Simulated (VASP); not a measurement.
# HfN in VASP: further runs, part 2 of 3

VASP 6.6.1. Earlier steps stand in the parts before.

## (4) Single point, PBEsol (strain -0.040 along x and y, +0.000 along z)

Input file INCAR:

```
SYSTEM = HfN
  PREC = Accurate
  ENCUT = 520
  EDIFF = 1E-6
  ISMEAR = 0
  SIGMA = 0.15
  LREAL = .False.
  LASPH = .True.
  NELM = 100
  ALGO = Normal
  ISIF = 2
  LWAVE = .False.
  LCHARG = .True.
  GGA = PS
  LELF = .True.
  LVHAR = .True.
  NBANDS = 14
```

Input file KPOINTS:

```
regular mesh
0
Gamma
  18 18 18
  0 0 0
```

Input file POSCAR:

```
HfN
1.0
    0.0000000000      2.1686400000      2.2590000000
    2.1686400000      0.0000000000      2.2590000000
    2.1686400000      2.1686400000      0.0000000000
Hf N
1 1
Direct
    0.0000000000      0.0000000000      0.0000000000
    0.5000000000      0.5000000000      0.5000000000
```

Potentials or basis: VASP PAW PBE potentials, release 64 (Hf_pv, N).

Launch:

```sh
cat potpaw_PBE.64/Hf_pv/POTCAR potpaw_PBE.64/N/POTCAR > POTCAR
mpirun -np 1 vasp_std > vasp.out
```

OUTCAR:

```text
SYSTEM = HfN
   PREC = Accurate
   ENCUT = 520
   EDIFF = 1E-6
   ISMEAR = 0
   LREAL = .False.
   LASPH = .True.
   NELM = 100
   ISIF = 2
   GGA = PS

 ion  position               nearest neighbor table
   1  0.000  0.000  0.000-   2 2.17   2 2.17   2 2.17   2 2.17   2 2.26   2 2.26
   2  0.500  0.500  0.500-   1 2.17   1 2.17   1 2.17   1 2.17   1 2.26   1 2.26

  LATTYP: Found a body centered tetragonal cell.
 ALAT       =     3.0669200999
 C/A-ratio  =     1.4731391275

  Lattice vectors:

 A1 = (  -2.1686400000,   0.0000000000,   2.2590000000)
 A2 = (   2.1686400000,   0.0000000000,   2.2590000000)
 A3 = (   0.0000000000,   2.1686400000,  -2.2590000000)

Analysis of symmetry for initial positions (statically):
=====================================================================
 Subroutine PRICEL returns:
 Original cell was already a primitive cell.

 Routine SETGRP: Setting up the symmetry group for a
 body centered tetragonal supercell.

 Subroutine GETGRP returns: Found 16 space group operations
 (whereof 16 operations were pure point group operations)
 out of a pool of 16 trial point group operations.

The static configuration has the point symmetry D_4h.

Analysis of symmetry for dynamics (positions and initial velocities):
=====================================================================
 Subroutine PRICEL returns:
 Original cell was already a primitive cell.

 Routine SETGRP: Setting up the symmetry group for a
 body centered tetragonal supercell.

 Subroutine GETGRP returns: Found 16 space group operations
 (whereof 16 operations were pure point group operations)
 out of a pool of 16 trial point group operations.

The dynamic configuration has the point symmetry D_4h.

 Subroutine INISYM returns: Found 16 space group operations
 (whereof 16 operations are pure point group operations),
 and found     1 'primitive' translations

----------------------------------------------------------------------------------------

                                     Primitive cell

  volume of cell :      21.2482

  direct lattice vectors                    reciprocal lattice vectors
     0.000000000  2.168640000  2.259000000    -0.230559245  0.230559245  0.221336875
     2.168640000  0.000000000  2.259000000     0.230559245 -0.230559245  0.221336875
     2.168640000  2.168640000  0.000000000     0.230559245  0.230559245 -0.221336875

  length of vectors
     3.131466182  3.131466182  3.066920100     0.394087735  0.394087735  0.394087735

  position of ions in fractional coordinates (direct lattice)
     0.000000000  0.000000000  0.000000000
     0.500000000  0.500000000  0.500000000

  ion indices of the primitive-cell ions
   primitive index   ion index
                 1           1
                 2           2

----------------------------------------------------------------------------------------

 KPOINTS: regular mesh

Automatic generation of k-mesh.
 Grid dimensions read from file:
 generate k-points for:   18   18   18

 Generating k-lattice:

  Cartesian coordinates                     Fractional coordinates (reciprocal lattice)
    -0.012808847  0.012808847  0.012296493     0.055555556  0.000000000  0.000000000
     0.012808847 -0.012808847  0.012296493     0.000000000  0.055555556  0.000000000
     0.012808847  0.012808847 -0.012296493    -0.000000000 -0.000000000  0.055555556

  Length of vectors
     0.021893763  0.021893763  0.021893763

  Shift w.r.t. Gamma in fractional coordinates (k-lattice)
     0.000000000  0.000000000  0.000000000

 Subroutine IBZKPT returns following result:
 ===========================================

 Found    480 irreducible k-points:

 Following reciprocal coordinates:
            Coordinates               Weight
  0.000000  0.000000  0.000000      1.000000
  0.055556 -0.000000  0.000000      8.000000
  0.111111 -0.000000  0.000000      8.000000
  0.166667 -0.000000  0.000000      8.000000
  0.222222  0.000000  0.000000      8.000000
  0.277778  0.000000  0.000000      8.000000
[... 16 lines left out ...]
 -0.277778  0.055556  0.000000      8.000000
 -0.222222  0.055556  0.000000      8.000000
 [... further k-points ...]
   k-points           NKPTS =    480   k-points in BZ     NKDIM =    480   number of bands    NBANDS=     14
   number of dos      NEDOS =    301   number of ions     NIONS =      2
   total plane-waves  NPLWV =  13824
   dimension x,y,z NGX =    24 NGY =   24 NGZ =   24
   dimension x,y,z NGXF=    48 NGYF=   48 NGZF=   48
   ions per type =               1   1
   NGX,Y,Z   is equivalent  to a cutoff of  12.74, 12.74, 13.01 a.u.
   NGXF,Y,Z  is equivalent  to a cutoff of  25.48, 25.48, 26.02 a.u.
 SYSTEM =  HfN
   PREC   = accura    normal or accurate (medium, high low for compatibility)
   ISTART =      0    job   : 0-new  1-cont  2-samecut
   ICHARG =      2    charge: 1-file 2-atom 10-const
   ISPIN  =      1    spin polarized calculation?
   LNONCOLLINEAR =      F non collinear calculations
   LSORBIT =      F    spin-orbit coupling
   LASPH  =      T    aspherical Exc in radial PAW
   ENCUT  =  520.0 eV  38.22 Ry    6.18 a.u.   5.82  5.82  5.70*2*pi/ulx,y,z
   NELM   =    100;   NELMIN=  2; NELMDL= -5     # of ELM steps
   EDIFF  = 0.1E-05   stopping-criterion for ELM
   LREAL  =      F    real-space projection
   EDIFFG = 0.1E-04   stopping-criterion for IOM
   NSW    =      0    number of steps for IOM
   IBRION =     -1    ionic relax: 0-MD 1-quasi-New 2-CG
   NFREE  =      0    steps in history (QN), initial steepest desc. (CG)
   ISIF   =      2    stress and relaxation
   ISYM   =      2    0-nonsym 1-usesym 2-fastsym
   POTIM  = 0.5000    time-step for ionic-motion
   TEBEG  =    0.0;   TEEND  =   0.0 temperature during run
   PSTRESS=    0.0 pullay stress
   NELECT =      15.0000    total number of electrons
   NUPDOWN=      -1.0000    fix difference up-down
   EMIN   =  10.00;   EMAX   =-10.00  energy-range for DOS
   EFERMI =   0.00;   METHOD = LEGACY
   ISMEAR =     0;   SIGMA  =   0.15  broadening in eV -4-tet -1-fermi 0-gaus
   EFERMI_NEDOS =   21; number of points for ismear=-14 and -15
   IALGO  =     38    algorithm
   IMIX   =      4    mixing-type and parameters
     AMIX     =   0.40;   BMIX     =  1.00
     AMIX_MAG =   1.60;   BMIX_MAG =  1.00
  volume/ion in A,a.u.               =      10.62        71.69
  Fermi-wavevector in a.u.,A,eV,Ry     =   1.457689  2.754633 28.910436  2.124857
  Thomas-Fermi vector in A             =   2.574461
   LORBIT       =      0    0 simple, 1 ext, 2 COOP (PROOUT), +10 PAW based schemes
   GGA     = PS    functional components
   LHFCALC =     F    Hartree Fock is set to
   AEXX    =    0.0000 exact exchange contribution
   IVDW    =     0    specifies the selected vdW correction
   LEPSILON=     F    determine dielectric tensor
   LRPA    =     F    only Hartree local field effects (RPA)
 non-spin polarized calculation
 Gauss-broadening in eV      SIGMA  =   0.15
  energy-cutoff  :      520.00
  volume of cell :       21.25
 maximum number of plane-waves:       588
   NGX = 11   NGY = 11   NGZ = 11

 number of electron      15.0000001 magnetization

 Free energy of the ion-electron system (eV)
  ---------------------------------------------------
  ext. energy  EPLUGINS =         0.00000000
  ---------------------------------------------------
  free energy    TOTEN  =       -22.85823246 eV

  energy without entropy =      -22.85217899  energy(sigma->0) =      -22.85520572

 E-fermi :   8.9466     XC(G=0): -13.3230

 val. band max:        8.9353392054   @ k =  -0.2222   0.4444   0.2778
 cond. band min:       8.9518256236   @ k =  -0.1111   0.0000   0.0556
 fundamental gap:      0.0164864181
 Fermi energy:         8.9465692819

 k-point     1 :       0.0000    0.0000    0.0000
  band No.  band energies     occupation
      1     -21.8103      2.00000
      2     -21.7756      2.00000
      3     -21.7756      2.00000
      4      -8.9869      2.00000
      5       5.7026      2.00000
      6       5.9553      2.00000
      7       5.9553      2.00000
      8       8.1857      2.00000
      9       8.6971      1.98134
     10       8.6971      1.98134
     11      10.2523      0.00000
     12      11.4213      0.00000
     13      12.1142      0.00000
     14      18.6970      0.00000
[... 375 lines left out ...]
 k-point    24 :      -0.2222    0.0556    0.0000
  band No.  band energies     occupation
      1     -22.4685      2.00000
      2     -21.9126      2.00000
      3     -21.7919      2.00000
      4      -7.4902      2.00000
      5       2.2908      2.00000
      6       3.5165      2.00000
      7       3.7738      2.00000
      8       9.4852      0.00000
      9      10.0844      0.00000
     10      10.8820      0.00000
     11      12.6161      0.00000
     12      15.4707      0.00000
     13      15.8075      0.00000
     14      21.5895      0.00000

 [... further k-points ...]
[... 5 lines left out ...]
  --------------------------------------------------------------------------------------
  -------------------------------------------------------------------------------------
  Total        4.1948402      4.1948402      0.5439691      0.0000000     -0.0000000      0.0000000
  in kB      316.3041224    316.3041224     41.0169775      0.0000000     -0.0000000      0.0000000
  external PRESSURE =     224.5417408 kB  Pullay stress =       0.0000000 kB

 VOLUME and BASIS-vectors are now :
 -----------------------------------------------------------------------------
  energy-cutoff  :      520.00
  volume of cell :       21.25
      direct lattice vectors                 reciprocal lattice vectors
     0.000000000  2.168640000  2.259000000    -0.230559245  0.230559245  0.221336875
     2.168640000  0.000000000  2.259000000     0.230559245 -0.230559245  0.221336875
     2.168640000  2.168640000  0.000000000     0.230559245  0.230559245 -0.221336875

 POSITION                                       TOTAL-FORCE (eV/Angst)
 -----------------------------------------------------------------------------------
      0.00000      0.00000      0.00000        -0.000000     -0.000000      0.000000
      2.16864      2.16864      2.25900         0.000000      0.000000      0.000000
 -----------------------------------------------------------------------------------
    total drift:                                0.000000     -0.000000     -0.000000

  FREE ENERGIE OF THE ION-ELECTRON SYSTEM (eV)
  ---------------------------------------------------
  free  energy   TOTEN  =       -22.8582324588 eV

  energy  without entropy=      -22.8521789909  energy(sigma->0) =      -22.85520572
```

OSZICAR:

```text
N       E                     dE             d eps       ncg     rms          rms(c)
DAV:   1     0.370785007117E+02    0.37079E+02   -0.78390E+03 13472   0.102E+03
DAV:   2    -0.237599117719E+02   -0.60838E+02   -0.56788E+02 17272   0.238E+02
DAV:   3    -0.256028415740E+02   -0.18429E+01   -0.18340E+01 15826   0.342E+01
DAV:   4    -0.256087136863E+02   -0.58721E-02   -0.58714E-02 16146   0.223E+00
DAV:   5    -0.256087447811E+02   -0.31095E-04   -0.31096E-04 15566   0.139E-01    0.597E+01
DAV:   6    -0.229419805752E+02    0.26668E+01   -0.69842E+00 15730   0.214E+01    0.483E+01
DAV:   7    -0.228817547109E+02    0.60226E-01   -0.44222E-01 17424   0.574E+00    0.271E+01
DAV:   8    -0.228614832337E+02    0.20271E-01   -0.61062E-02 17124   0.213E+00    0.441E+00
DAV:   9    -0.228584584781E+02    0.30248E-02   -0.10334E-02 15372   0.780E-01    0.192E+00
DAV:  10    -0.228582601944E+02    0.19828E-03   -0.11357E-03 18236   0.319E-01    0.370E-01
DAV:  11    -0.228582327078E+02    0.27487E-04   -0.86147E-05 15818   0.943E-02    0.332E-02
DAV:  12    -0.228582324588E+02    0.24900E-06   -0.51339E-06 16676   0.194E-02
   1 F= -.22858232E+02 E0= -.22855206E+02  d E =-.605347E-02
```

stdout:

```text
POSCAR found type information on POSCAR HfN
 POSCAR found :  2 types and       2 ions
 scaLAPACK will be used
 -----------------------------------------------------------------------------
|                                                                             |
|                                                                             |
|     You enforced a specific xc type in the INCAR file but a different       |
|     I HOPE YOU KNOW WHAT YOU ARE DOING!                                     |
|                                                                             |
 -----------------------------------------------------------------------------

 LDA part: xc-table for (Slater+PW92), standard interpolation
 POSCAR, INCAR and KPOINTS ok, starting setup
 FFT: planning ... GRIDC
 FFT: planning ... GRID_SOFT
 FFT: planning ... GRID
 WAVECAR not read
 entering main loop
```

Wall time 1.9 min (1 thread of Intel Xeon 8259CL, shared host); peak memory 0.27 GiB.

What came out:

```
Free energy            : -22.8582 eV
Pressure               : 22.5 GPa
Band gap on the k mesh : zero (an odd number of electrons rules out a gap without spin polarisation)
```

Caveat: the cell differs from its parent crystal (strain -0.040 along x and y, +0.000 along z); the cell stands under pressure; the PAW data sets were made with another functional, which shifts forces and pressure a little; spin-orbit coupling is left out, which moves the levels of the heavy elements.

[end of part 2 of 3]
